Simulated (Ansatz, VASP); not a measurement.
Two plane-wave programs on MnS

```
CELL_PARAMETERS angstrom
0.00000 2.73598 2.73598
2.73598 0.00000 2.73598
2.73598 2.73598 0.00000
ATOMIC_POSITIONS crystal
Mn 0.00000 0.00000 0.00000
S 0.25000 0.25000 0.25000
```

Alike in both runs: task single point; functional r2SCAN; k mesh 12 × 12 × 12; occupations gaussian, width 0.02 eV; collinear spin.

|  | VASP | Ansatz |
| --- | --- | --- |
| version | VASP 6.6.1 | Ansatz 0.2.0 |
| potentials or method | VASP PAW PBE potentials, release 64 (Mn_pv, S), cutoff 520 eV | scalar-relativistic, plane waves, PAW |
| valence electrons in the cell | 19 | 21 |

Ansatz gave:

| Property | Result |
| --- | --- |
| gap on the k mesh at the Fermi level (eV) | 0.11 |
| least direct gap on the mesh (eV) | 1.27 |
| pressure (GPa) | 7.6 |
| net moment per atom (μB) | 2.50 |
| size of the moment on the site where the two differ most (μB) | 4.23 |

Problem. What did VASP give for the same quantities?

Solution. gap on the k mesh at the Fermi level (eV): 0.11; least direct gap on the mesh (eV): 1.28; pressure (GPa): 7.6; net moment per atom (μB): 2.50; size of the moment on the site where the two differ most (μB): 4.43.

VASP's potentials were made for PBE, not for r2SCAN. Site moments also hang on the region over which each program counts them. VASP's potentials hold 19 valence electrons a cell and Ansatz's 21, so a difference there can come from the potentials and not from the codes. Ansatz's warnings: stability check not made.
